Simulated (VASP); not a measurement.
# MgO (P1) in VASP: a series of runs, part 2 of 3

VASP 6.6.1.

### 3 Single point, PBEsol (atom 6 (O) moved by -0.650 Å along [1 0 0] and +0.650 Å along [0 0 1])

The input, INCAR:

```
SYSTEM = MgO
PREC = Accurate
ENCUT = 520
EDIFF = 1E-7
ISMEAR = 0
SIGMA = 0.05
LREAL = .False.
LASPH = .True.
NELM = 60
ALGO = Normal
ISIF = 2
LWAVE = .False.
LCHARG = .False.
GGA = PS
NBANDS = 26
```

The input, KPOINTS:

```
regular mesh
0
Gamma
  9 9 4
  0 0 0
```

The input, POSCAR:

```
MgO
1.0
    3.2553371795      0.0000000000      0.0000000000
   -1.6276685897      2.8192046953      0.0000000000
    0.0000000000      0.0000000000     10.4149514991
Mg O
4 4
Direct
    0.3333333333      0.6666666667      0.9695963559
    0.0000000000      0.0000000000      0.2209473890
    0.0000000000      0.0000000000      0.7209473890
    0.6666666667      0.3333333333      0.4695963559
    0.3333333333      0.6666666667      0.7799156657
   -0.1996720967      0.0000000000      0.5919490456
    0.0000000000      0.0000000000      0.0295387694
    0.6666666667      0.3333333333      0.2799156657
```

Potentials or basis: VASP PAW PBE potentials, release 64 (Mg, O).

On the command line:

```bash
$ cat potpaw_PBE.64/Mg/POTCAR potpaw_PBE.64/O/POTCAR > POTCAR
$ mpirun -np 1 vasp_std > vasp.out
```

OUTCAR:

```text
SYSTEM = MgO
   PREC = Accurate
   ENCUT = 520
   EDIFF = 1E-7
   ISMEAR = 0
   LREAL = .False.
   LASPH = .True.
   NELM = 60
   ISIF = 2
   GGA = PS

 ion  position               nearest neighbor table
   1  0.333  0.667  0.970-   5 1.98   7 1.98   7 1.98   7 1.98   3 3.20   3 3.20   3 3.20   2 3.22
                             2 3.22   2 3.22
   2  0.000  0.000  0.221-   8 1.98   8 1.98   8 1.98   7 1.99   4 3.20   4 3.20   4 3.20   1 3.22
                             1 3.22   1 3.22
   3  0.000  0.000  0.721-   6 1.49   5 1.98   5 1.98   5 1.98   1 3.20   1 3.20   1 3.20   4 3.22
                             4 3.22   4 3.22
   4  0.667  0.333  0.470-   6 1.86   8 1.98   6 2.36   6 2.77   2 3.20   2 3.20   2 3.20   3 3.22
                             3 3.22   3 3.22
   5  0.333  0.667  0.780-   1 1.98   3 1.98   3 1.98   3 1.98
   6  0.800  0.000  0.592-   3 1.49   4 1.86   4 2.36   4 2.77
   7  0.000  0.000  0.030-   1 1.98   1 1.98   1 1.98   2 1.99
   8  0.667  0.333  0.280-   4 1.98   2 1.98   2 1.98   2 1.98

  LATTYP: Found a hexagonal cell.
 ALAT       =     3.2553371795
 C/A-ratio  =     3.1993464655

  Lattice vectors:

 A1 = (   3.2553371795,   0.0000000000,   0.0000000000)
 A2 = (  -1.6276685897,   2.8192046953,   0.0000000000)
 A3 = (   0.0000000000,   0.0000000000,  10.4149514991)

Analysis of symmetry for initial positions (statically):
=====================================================================
 Subroutine PRICEL returns:
 Original cell was already a primitive cell.

 Routine SETGRP: Setting up the symmetry group for a
 hexagonal supercell.

 Subroutine GETGRP returns: Found  1 space group operations
 (whereof  1 operations were pure point group operations)
 out of a pool of 24 trial point group operations.

The static configuration has the point symmetry C_1 .

Analysis of symmetry for dynamics (positions and initial velocities):
=====================================================================
 Subroutine PRICEL returns:
 Original cell was already a primitive cell.

 Routine SETGRP: Setting up the symmetry group for a
 hexagonal supercell.

 Subroutine GETGRP returns: Found  1 space group operations
 (whereof  1 operations were pure point group operations)
 out of a pool of 24 trial point group operations.

The dynamic configuration has the point symmetry C_1 .

 Subroutine INISYM returns: Found  1 space group operations
 (whereof  1 operations are pure point group operations),
 and found     1 'primitive' translations

----------------------------------------------------------------------------------------

                                     Primitive cell

  volume of cell :      95.5828

  direct lattice vectors                    reciprocal lattice vectors
     3.255337180  0.000000000  0.000000000     0.307187841  0.177354983  0.000000000
    -1.627668590  2.819204695  0.000000000     0.000000000  0.354709965  0.000000000
     0.000000000  0.000000000 10.414951499     0.000000000  0.000000000  0.096015810

  length of vectors
     3.255337180  3.255337179 10.414951499     0.354709965  0.354709965  0.096015810

  position of ions in fractional coordinates (direct lattice)
     0.333333333  0.666666667  0.969596356
     0.000000000  0.000000000  0.220947389
     0.000000000  0.000000000  0.720947389
     0.666666667  0.333333333  0.469596356
     0.333333333  0.666666667  0.779915666
     0.800327903  0.000000000  0.591949046
     0.000000000  0.000000000  0.029538769
[... 43 lines left out ...]
  0.000000  0.111111  0.000000      2.000000
 -0.111111  0.111111  0.000000      2.000000
  0.222222 -0.000000  0.000000      2.000000
  0.000000  0.222222  0.000000      2.000000
[... 16 lines left out ...]
  0.333333  0.111111  0.000000      2.000000
 -0.111111  0.444444  0.000000      2.000000
 [... further k-points ...]
   k-points           NKPTS =    163   k-points in BZ     NKDIM =    163   number of bands    NBANDS=     26
   number of dos      NEDOS =    301   number of ions     NIONS =      8
   total plane-waves  NPLWV =  46080
   dimension x,y,z NGX =    24 NGY =   24 NGZ =   80
   dimension x,y,z NGXF=    48 NGYF=   48 NGZF=  160
   ions per type =               4   4
   NGX,Y,Z   is equivalent  to a cutoff of  12.26, 12.26, 12.77 a.u.
   NGXF,Y,Z  is equivalent  to a cutoff of  24.51, 24.51, 25.54 a.u.
 SYSTEM =  MgO
   PREC   = accura    normal or accurate (medium, high low for compatibility)
   ISTART =      0    job   : 0-new  1-cont  2-samecut
   ICHARG =      2    charge: 1-file 2-atom 10-const
   ISPIN  =      1    spin polarized calculation?
   LNONCOLLINEAR =      F non collinear calculations
   LSORBIT =      F    spin-orbit coupling
   LASPH  =      T    aspherical Exc in radial PAW
   ENCUT  =  520.0 eV  38.22 Ry    6.18 a.u.   6.05  6.05 19.36*2*pi/ulx,y,z
   NELM   =     60;   NELMIN=  2; NELMDL= -5     # of ELM steps
   EDIFF  = 0.1E-06   stopping-criterion for ELM
   LREAL  =      F    real-space projection
   EDIFFG = 0.1E-05   stopping-criterion for IOM
   NSW    =      0    number of steps for IOM
   IBRION =     -1    ionic relax: 0-MD 1-quasi-New 2-CG
   NFREE  =      0    steps in history (QN), initial steepest desc. (CG)
   ISIF   =      2    stress and relaxation
   ISYM   =      2    0-nonsym 1-usesym 2-fastsym
   POTIM  = 0.5000    time-step for ionic-motion
   TEBEG  =    0.0;   TEEND  =   0.0 temperature during run
   PSTRESS=    0.0 pullay stress
   NELECT =      32.0000    total number of electrons
   NUPDOWN=      -1.0000    fix difference up-down
   EMIN   =  10.00;   EMAX   =-10.00  energy-range for DOS
   EFERMI =   0.00;   METHOD = LEGACY
   ISMEAR =     0;   SIGMA  =   0.05  broadening in eV -4-tet -1-fermi 0-gaus
   EFERMI_NEDOS =   21; number of points for ismear=-14 and -15
   IALGO  =     38    algorithm
   IMIX   =      4    mixing-type and parameters
     AMIX     =   0.40;   BMIX     =  1.00
     AMIX_MAG =   1.60;   BMIX_MAG =  1.00
  volume/ion in A,a.u.               =      11.95        80.63
  Fermi-wavevector in a.u.,A,eV,Ry     =   1.136750  2.148146 17.581449  1.292200
  Thomas-Fermi vector in A             =   2.273455
   LORBIT       =      0    0 simple, 1 ext, 2 COOP (PROOUT), +10 PAW based schemes
   GGA     = PS    functional components
   LHFCALC =     F    Hartree Fock is set to
   AEXX    =    0.0000 exact exchange contribution
   IVDW    =     0    specifies the selected vdW correction
   LEPSILON=     F    determine dielectric tensor
   LRPA    =     F    only Hartree local field effects (RPA)
 non-spin polarized calculation
 Gauss-broadening in eV      SIGMA  =   0.05
  energy-cutoff  :      520.00
  volume of cell :       95.58
 maximum number of plane-waves:      2616
   NGX = 13   NGY = 13   NGZ = 39

 number of electron      32.0000014 magnetization

 Free energy of the ion-electron system (eV)
  ---------------------------------------------------
  ext. energy  EPLUGINS =         0.00000000
  ---------------------------------------------------
  free energy    TOTEN  =       -44.32461017 eV

  energy without entropy =      -44.32461017  energy(sigma->0) =      -44.32461017

 E-fermi :   2.6455     XC(G=0):  -9.9365

 val. band max:        2.3904150082   @ k =   0.0000   0.0000   0.0000
 cond. band min:       3.0580775060   @ k =   0.0000   0.0000   0.0000
 fundamental gap:      0.6676624977
 Fermi energy:         2.6455325503

 k-point     1 :       0.0000    0.0000    0.0000
  band No.  band energies     occupation
      1     -16.3263      2.00000
      2     -14.7599      2.00000
      3     -14.6821      2.00000
      4     -12.9845      2.00000
      5      -3.1510      2.00000
      6      -1.2524      2.00000
[... 685 lines left out ...]
     25      12.9044      0.00000
     26      13.4386      0.00000

 [... further k-points ...]
[... 5 lines left out ...]
  --------------------------------------------------------------------------------------
  -------------------------------------------------------------------------------------
  Total        4.8342894      0.8050409     18.5664930      0.8194686     -2.0854250      9.5498724
  in kB       81.0332738     13.4942473    311.2150708     13.7360884    -34.9562889    160.0767702
  external PRESSURE =     135.2475306 kB  Pullay stress =       0.0000000 kB

 VOLUME and BASIS-vectors are now :
 -----------------------------------------------------------------------------
  energy-cutoff  :      520.00
  volume of cell :       95.58
      direct lattice vectors                 reciprocal lattice vectors
     3.255337180  0.000000000  0.000000000     0.307187841  0.177354983  0.000000000
    -1.627668590  2.819204695  0.000000000     0.000000000  0.354709965  0.000000000
     0.000000000  0.000000000 10.414951499     0.000000000  0.000000000  0.096015810

 POSITION                                       TOTAL-FORCE (eV/Angst)
 -----------------------------------------------------------------------------------
     -0.00000      1.87947     10.09830        -0.001386      0.000985     -1.057909
      0.00000      0.00000      2.30116        -0.016093      0.001032     -1.113310
      0.00000      0.00000      7.50863         6.463654      0.025484     14.165479
      1.62767      0.93973      4.89082        -1.073927      1.055523      1.656601
     -0.00000      1.87947      8.12278        -0.353803     -0.341494      1.811192
      2.60534      0.00000      6.16512        -4.979521     -0.769754    -17.565532
      0.00000      0.00000      0.30764         0.001770     -0.001225      1.108992
      1.62767      0.93973      2.91531        -0.040694      0.029449      0.994488
 -----------------------------------------------------------------------------------
    total drift:                               -0.000312      0.000020     -0.001260

  FREE ENERGIE OF THE ION-ELECTRON SYSTEM (eV)
  ---------------------------------------------------
  free  energy   TOTEN  =       -44.3246101707 eV

  energy  without entropy=      -44.3246101707  energy(sigma->0) =      -44.32461017
```

Wall time 6.5 min (1 thread of Oxide Virtual Turin-like, shared host); peak memory 0.4 GiB.

What came out:

```yaml
Free_energy: -44.3246 eV
Pressure: 13.5 GPa
Largest_force: 18.274 eV/Å
Band_gap_on_the_k_mesh: 0.67 eV, direct
```

Forces on the atoms (eV/Å):
```
Mg   -0.001   0.001  -1.058
Mg   -0.016   0.001  -1.113
Mg    6.464   0.025  14.165
Mg   -1.074   1.056   1.657
O    -0.354  -0.341   1.811
O    -4.980  -0.770 -17.566
O     0.002  -0.001   1.109
O    -0.041   0.029   0.994
```

Levels at points of the mesh, in eV from the valence-band top:
```
           k point  band 12  band 13  band 14  band 15  band 16  band 17  band 18  band 19  band 20  band 21
(0.00, 0.00, 0.00)    -1.71    -1.46    -0.89    -0.24     0.00     0.67     3.57     4.35     6.94     7.43
(0.00, 0.00, 0.50)    -1.73    -1.63    -1.10    -0.24    -0.03     1.10     2.92     5.38     5.77     8.41
```

Caveat: the cell differs from its parent crystal (atom 6 (O) moved by -0.650 Å along [1 0 0] and +0.650 Å along [0 0 1]); the PAW data sets were made with another functional, which shifts forces and pressure a little. A k mesh can miss the band edges.

(Part 2 of 3 ends here.)
